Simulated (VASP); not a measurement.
# Pb (P6_3/mmc) in VASP: notebook

The runs below take Pb through single point, with r2SCAN.

Program: VASP 6.6.1. These are calculated values, not measurements. Logs are shortened: lines on timing, memory, paths and dates and some standing lists are left out, and cuts for length are marked.

## 1. The cell of the first run

Symmetry: P6_3/mmc, No. 194, hexagonal system. The conventional cell has a = 3.480 Å, b = 3.480 Å, c = 5.870 Å, α = 90.00°, β = 90.00°, γ = 120.00°. Within 4.6 Å of Pb (site symmetry -6m2) lie 12 Pb at 3.48 to 3.56 Å.

This isn't the form of Pb at room conditions, which is fcc.

## 2. Single point, r2SCAN (strain +0.000 along x and y, +0.050 along z)

File POSCAR:

```
Pb
1.0
    3.4800006906      0.0000000000      0.0000000000
   -1.7400003453      3.0137690032      0.0000000000
    0.0000000000      0.0000000000      5.8695000000
Pb
2
Direct
    0.3333333333      0.6666666667      0.2500000000
    0.6666666667      0.3333333333      0.7500000000
```

File INCAR.step1:

```
SYSTEM = Pb
PREC = Accurate
ENCUT = 520
ISMEAR = 0
SIGMA = 0.15
LREAL = .FALSE.
LASPH = .TRUE.
NELM = 60
NBANDS = 21
GGA = PE
ALGO = Normal
EDIFF = 1E-4
LWAVE = .TRUE.
LCHARG = .FALSE.
```

File INCAR.step2:

```
SYSTEM = Pb
PREC = Accurate
ENCUT = 520
EDIFF = 1E-6
ISMEAR = 0
SIGMA = 0.15
LREAL = .FALSE.
LASPH = .TRUE.
NELM = 60
ALGO = Normal
ISIF = 2
LWAVE = .FALSE.
LCHARG = .TRUE.
METAGGA = R2SCAN
LMIXTAU = .TRUE.
LELF = .TRUE.
LVHAR = .TRUE.
NBANDS = 21
ISTART = 1
```

File KPOINTS:

```
Automatic mesh
0
G
  18 18 10
  0 0 0
```

Potentials or basis: VASP PAW PBE potentials, release 64 (Pb_d).

The run is started by

```bash
> cat potpaw_PBE.64/Pb_d/POTCAR > POTCAR
> cp INCAR.step1 INCAR
> mpirun -np 1 vasp_std > vasp.out
> cp INCAR.step2 INCAR
> mpirun -np 1 vasp_std > vasp.out
```

OUTCAR:

```text
SYSTEM = Pb
   PREC = Accurate
   ENCUT = 520
   EDIFF = 1E-6
   ISMEAR = 0
   LREAL = .FALSE.
   LASPH = .TRUE.
   NELM = 60
   ISIF = 2
   METAGGA = R2SCAN
   ISTART = 1

 ion  position               nearest neighbor table
   1  0.333  0.667  0.250-   2 3.56   2 3.56   2 3.56   2 3.56   2 3.56   2 3.56
   2  0.667  0.333  0.750-   1 3.56   1 3.56   1 3.56   1 3.56   1 3.56   1 3.56

  LATTYP: Found a hexagonal cell.
 ALAT       =     3.4800006906
 C/A-ratio  =     1.6866375963

  Lattice vectors:

 A1 = (   3.4800006906,   0.0000000000,   0.0000000000)
 A2 = (  -1.7400003453,   3.0137690032,   0.0000000000)
 A3 = (   0.0000000000,   0.0000000000,   5.8695000000)

Analysis of symmetry for initial positions (statically):
=====================================================================
 Subroutine PRICEL returns:
 Original cell was already a primitive cell.

 Routine SETGRP: Setting up the symmetry group for a
 hexagonal supercell.

 Subroutine GETGRP returns: Found 24 space group operations
 (whereof 12 operations were pure point group operations)
 out of a pool of 24 trial point group operations.

The static configuration has the point symmetry D_3d.
 The point group associated with its full space group is D_6h.

Analysis of symmetry for dynamics (positions and initial velocities):
=====================================================================
 Subroutine PRICEL returns:
 Original cell was already a primitive cell.

 Routine SETGRP: Setting up the symmetry group for a
 hexagonal supercell.

 Subroutine GETGRP returns: Found 24 space group operations
 (whereof 12 operations were pure point group operations)
 out of a pool of 24 trial point group operations.

The dynamic configuration has the point symmetry D_3d.
 The point group associated with its full space group is D_6h.

 Subroutine INISYM returns: Found 24 space group operations
 (whereof 12 operations are pure point group operations),
 and found     1 'primitive' translations

----------------------------------------------------------------------------------------

                                     Primitive cell

  volume of cell :      61.5588

  direct lattice vectors                    reciprocal lattice vectors
     3.480000691  0.000000000  0.000000000     0.287356265  0.165905217  0.000000000
    -1.740000345  3.013769003  0.000000000     0.000000000  0.331810434  0.000000000
     0.000000000  0.000000000  5.869500000     0.000000000  0.000000000  0.170372263

  length of vectors
     3.480000691  3.480000691  5.869500000     0.331810434  0.331810434  0.170372263

  position of ions in fractional coordinates (direct lattice)
     0.333333333  0.666666667  0.250000000
     0.666666667  0.333333333  0.750000000

  ion indices of the primitive-cell ions
   primitive index   ion index
                 1           1
                 2           2

----------------------------------------------------------------------------------------

 KPOINTS: Automatic mesh

Automatic generation of k-mesh.
 Grid dimensions read from file:
 generate k-points for:   18   18   10

 Generating k-lattice:

  Cartesian coordinates                     Fractional coordinates (reciprocal lattice)
     0.015964237  0.009216956  0.000000000     0.055555556 -0.000000000  0.000000000
     0.000000000  0.018433913  0.000000000     0.000000000  0.055555556  0.000000000
     0.000000000  0.000000000  0.017037226     0.000000000  0.000000000  0.100000000

  Length of vectors
     0.018433913  0.018433913  0.017037226

  Shift w.r.t. Gamma in fractional coordinates (k-lattice)
     0.000000000  0.000000000  0.000000000

 Subroutine IBZKPT returns following result:
 ===========================================

 Found    222 irreducible k-points:

 Following reciprocal coordinates:
            Coordinates               Weight
  0.000000  0.000000  0.000000      1.000000
  0.055556  0.000000  0.000000      6.000000
  0.111111  0.000000  0.000000      6.000000
  0.166667  0.000000  0.000000      6.000000
  0.222222  0.000000  0.000000      6.000000
  0.277778  0.000000  0.000000      6.000000
[... 16 lines left out ...]
  0.333333  0.111111  0.000000     12.000000
  0.388889  0.111111  0.000000     12.000000
 [... further k-points ...]
   k-points           NKPTS =    222   k-points in BZ     NKDIM =    222   number of bands    NBANDS=     21
   number of dos      NEDOS =    301   number of ions     NIONS =      2
   total plane-waves  NPLWV =  37632
   dimension x,y,z NGX =    28 NGY =   28 NGZ =   48
   dimension x,y,z NGXF=    56 NGYF=   56 NGZF=   96
   ions per type =               2
   NGX,Y,Z   is equivalent  to a cutoff of  13.38, 13.38, 13.60 a.u.
   NGXF,Y,Z  is equivalent  to a cutoff of  26.75, 26.75, 27.19 a.u.
 SYSTEM =  Pb
   PREC   = accura    normal or accurate (medium, high low for compatibility)
   ISTART =      1    job   : 0-new  1-cont  2-samecut
   ICHARG =      0    charge: 1-file 2-atom 10-const
   ISPIN  =      1    spin polarized calculation?
   LNONCOLLINEAR =      F non collinear calculations
   LSORBIT =      F    spin-orbit coupling
   LASPH  =      T    aspherical Exc in radial PAW
   ENCUT  =  520.0 eV  38.22 Ry    6.18 a.u.   6.47  6.47 10.91*2*pi/ulx,y,z
   NELM   =     60;   NELMIN=  2; NELMDL=  0     # of ELM steps
   EDIFF  = 0.1E-05   stopping-criterion for ELM
   LREAL  =      F    real-space projection
   EDIFFG = 0.1E-04   stopping-criterion for IOM
   NSW    =      0    number of steps for IOM
   IBRION =     -1    ionic relax: 0-MD 1-quasi-New 2-CG
   NFREE  =      0    steps in history (QN), initial steepest desc. (CG)
   ISIF   =      2    stress and relaxation
   ISYM   =      2    0-nonsym 1-usesym 2-fastsym
   POTIM  = 0.5000    time-step for ionic-motion
   TEBEG  =    0.0;   TEEND  =   0.0 temperature during run
   PSTRESS=    0.0 pullay stress
   NELECT =      28.0000    total number of electrons
   NUPDOWN=      -1.0000    fix difference up-down
   EMIN   =  10.00;   EMAX   =-10.00  energy-range for DOS
   EFERMI =   0.00;   METHOD = LEGACY
   ISMEAR =     0;   SIGMA  =   0.15  broadening in eV -4-tet -1-fermi 0-gaus
   EFERMI_NEDOS =   21; number of points for ismear=-14 and -15
   IALGO  =     38    algorithm
   IMIX   =      4    mixing-type and parameters
     AMIX     =   0.40;   BMIX     =  1.00
     AMIX_MAG =   1.60;   BMIX_MAG =  1.00
  volume/ion in A,a.u.               =      30.78       207.71
  Fermi-wavevector in a.u.,A,eV,Ry     =   1.259014  2.379192 21.566831  1.585117
  Thomas-Fermi vector in A             =   2.392595
   LORBIT       =      0    0 simple, 1 ext, 2 COOP (PROOUT), +10 PAW based schemes
   METAGGA = R2SCAN    functional components
   LHFCALC =     F    Hartree Fock is set to
   AEXX    =    0.0000 exact exchange contribution
   IVDW    =     0    specifies the selected vdW correction
   LEPSILON=     F    determine dielectric tensor
   LRPA    =     F    only Hartree local field effects (RPA)
 non-spin polarized calculation
 Gauss-broadening in eV      SIGMA  =   0.15
  energy-cutoff  :      520.00
  volume of cell :       61.56
 maximum number of plane-waves:      1684
 NGX is ok and might be reduce to    28
   NGX = 13   NGY = 13   NGZ = 21

 number of electron      27.9999998 magnetization

 Free energy of the ion-electron system (eV)
  ---------------------------------------------------
  ext. energy  EPLUGINS =         0.00000000
  ---------------------------------------------------
  free energy    TOTEN  =      -112.53627066 eV

  energy without entropy =     -112.52403738  energy(sigma->0) =     -112.53015402

 E-fermi :   7.0342     XC(G=0): -10.8465

 val. band max:        7.0310495819   @ k =   0.3333   0.3333   0.2000
 cond. band min:       7.0430334491   @ k =   0.2778   0.1111   0.2000
 fundamental gap:      0.0119838672
 Fermi energy:         7.0342238442

 k-point     1 :       0.0000    0.0000    0.0000
  band No.  band energies     occupation
      1     -10.6986      2.00000
      2     -10.6854      2.00000
      3     -10.6531      2.00000
      4     -10.6531      2.00000
      5     -10.6347      2.00000
      6     -10.6347      2.00000
[... 13 lines left out ...]
     20      17.0471      0.00000
     21      18.8763      0.00000

 k-point     2 :       0.0556    0.0000    0.0000
  band No.  band energies     occupation
      1     -10.6954      2.00000
      2     -10.6845      2.00000
      3     -10.6500      2.00000
      4     -10.6449      2.00000
      5     -10.6338      2.00000
      6     -10.6267      2.00000
[... 13 lines left out ...]
     20      17.2170      0.00000
     21      18.9224      0.00000

 k-point     3 :       0.1111    0.0000    0.0000
  band No.  band energies     occupation
      1     -10.7013      2.00000
      2     -10.6732      2.00000
      3     -10.6440      2.00000
      4     -10.6227      2.00000
      5     -10.6212      2.00000
      6     -10.6037      2.00000
[... 13 lines left out ...]
     20      17.9573      0.00000
     21      18.1341      0.00000

 k-point     4 :       0.1667    0.0000    0.0000
  band No.  band energies     occupation
      1     -10.7199      2.00000
      2     -10.6532      2.00000
      3     -10.6446      2.00000
      4     -10.5899      2.00000
      5     -10.5856      2.00000
      6     -10.5848      2.00000
[... 13 lines left out ...]
     20      17.3445      0.00000
     21      18.3434      0.00000

 k-point     5 :       0.2222    0.0000    0.0000
  band No.  band energies     occupation
      1     -10.7432      2.00000
      2     -10.6597      2.00000
      3     -10.6182      2.00000
      4     -10.6103      2.00000
      5     -10.5861      2.00000
      6     -10.5470      2.00000
[... 13 lines left out ...]
     20      16.8796      0.00000
     21      18.2541      0.00000

 k-point     6 :       0.2778    0.0000    0.0000
  band No.  band energies     occupation
      1     -10.7675      2.00000
      2     -10.6717      2.00000
      3     -10.6381      2.00000
      4     -10.5996      2.00000
      5     -10.5872      2.00000
      6     -10.5014      2.00000
[... 13 lines left out ...]
     20      16.6225      0.00000
     21      18.0353      0.00000

 k-point     7 :       0.3333    0.0000    0.0000
  band No.  band energies     occupation
      1     -10.7898      2.00000
      2     -10.6841      2.00000
      3     -10.6655      2.00000
      4     -10.6119      2.00000
      5     -10.5584      2.00000
      6     -10.5202      2.00000
[... 13 lines left out ...]
     20      16.3878      0.00000
     21      17.8537      0.00000
[... 291 lines left out ...]
      1     -10.7129      2.00000
      2     -10.6722      2.00000
      3     -10.6143      2.00000
      4     -10.6134      2.00000
      5     -10.5997      2.00000
      6     -10.5808      2.00000
[... 13 lines left out ...]
     20      16.5335      0.00000
     21      17.6353      0.00000

 k-point    21 :       0.2222    0.1111    0.0000
  band No.  band energies     occupation
      1     -10.7353      2.00000
      2     -10.6605      2.00000
      3     -10.6420      2.00000
      4     -10.6100      2.00000
      5     -10.6013      2.00000
      6     -10.5388      2.00000
[... 13 lines left out ...]
     20      16.1815      0.00000
     21      17.9729      0.00000

 k-point    22 :       0.2778    0.1111    0.0000
  band No.  band energies     occupation
      1     -10.7559      2.00000
      2     -10.6699      2.00000
      3     -10.6609      2.00000
      4     -10.6178      2.00000
      5     -10.5749      2.00000
      6     -10.5189      2.00000
[... 13 lines left out ...]
     20      15.8822      0.00000
     21      18.5112      0.00000

 k-point    23 :       0.3333    0.1111    0.0000
  band No.  band energies     occupation
      1     -10.7724      2.00000
      2     -10.6931      2.00000
      3     -10.6657      2.00000
      4     -10.6225      2.00000
      5     -10.5468      2.00000
      6     -10.5363      2.00000
[... 13 lines left out ...]
     20      15.6632      0.00000
     21      19.1818      0.00000

 k-point    24 :       0.3889    0.1111    0.0000
  band No.  band energies     occupation
      1     -10.7830      2.00000
      2     -10.7082      2.00000
      3     -10.6699      2.00000
      4     -10.6246      2.00000
      5     -10.5483      2.00000
      6     -10.5263      2.00000
[... 13 lines left out ...]
     20      15.5309      0.00000
     21      19.3669      0.00000

 [... further k-points ...]

------------------------ aborting loop because EDIFF is reached ----------------------------------------

  FORCE on cell =-STRESS in cart. coord.  units (eV):
  Direction    XX          YY          ZZ          XY          YZ          ZX
  --------------------------------------------------------------------------------------
  -------------------------------------------------------------------------------------
  Total        0.1719926      0.1719926     -0.0411400      0.0000000     -0.0000000      0.0000000
  in kB        4.4764101      4.4764101     -1.0707403      0.0000000     -0.0000000      0.0000000
  external PRESSURE =       2.6273599 kB  Pullay stress =       0.0000000 kB

 VOLUME and BASIS-vectors are now :
 -----------------------------------------------------------------------------
  energy-cutoff  :      520.00
  volume of cell :       61.56
      direct lattice vectors                 reciprocal lattice vectors
     3.480000691  0.000000000  0.000000000     0.287356265  0.165905217  0.000000000
    -1.740000345  3.013769003  0.000000000     0.000000000  0.331810434  0.000000000
     0.000000000  0.000000000  5.869500000     0.000000000  0.000000000  0.170372263

 POSITION                                       TOTAL-FORCE (eV/Angst)
 -----------------------------------------------------------------------------------
     -0.00000      2.00918      1.46738         0.000000     -0.000000      0.000000
      1.74000      1.00459      4.40212        -0.000000      0.000000      0.000000
 -----------------------------------------------------------------------------------
    total drift:                               -0.000000      0.000000     -0.000000

  FREE ENERGIE OF THE ION-ELECTRON SYSTEM (eV)
  ---------------------------------------------------
  free  energy   TOTEN  =      -112.5362706633 eV

  energy  without entropy=     -112.5240373833  energy(sigma->0) =     -112.53015402
```

Wall time 18 min (1 thread of Intel Xeon 8259CL, shared host); peak memory 0.36 GiB.

What came out:

| Property | Result |
| --- | --- |
| Free energy | -112.5363 eV |
| Pressure | 0.3 GPa |
| Band gap on the k mesh | zero (bands 14 and 15 overlap by 8.18 eV) |

Stress tensor (GPa, compression positive):
```
 0.45  0.00  0.00
 0.00  0.45  0.00
 0.00  0.00 -0.11
```

Levels at points of the mesh, in eV from the Fermi level:
| k point | band 11 | band 12 | band 13 | band 14 | band 15 | band 16 | band 17 | band 18 |
| --- | --- | --- | --- | --- | --- | --- | --- | --- |
| (0.00, 0.00, 0.00) | -12.18 | -8.74 | -4.34 | 6.10 | 6.10 | 7.13 | 7.82 | 7.82 |
| (0.50, 0.00, 0.00) | -8.52 | -7.33 | -3.13 | -1.78 | -0.48 | 1.88 | 2.39 | 5.72 |
| (0.00, 0.00, 0.50) | -11.01 | -11.01 | 0.44 | 0.44 | 6.92 | 6.92 | 6.92 | 6.92 |
| (0.50, 0.00, 0.50) | -7.77 | -7.77 | -3.77 | -3.77 | 3.42 | 3.42 | 3.70 | 3.70 |

Caveat: the cell differs from its parent crystal (strain +0.000 along x and y, +0.050 along z); the PAW data sets were made with another functional, which shifts forces and pressure a little; spin-orbit coupling is left out, which moves the levels of the heavy elements.

[end of part 1 of 2]

The gap in the log of VASP goes by the Fermi energy; the results here count the filled bands.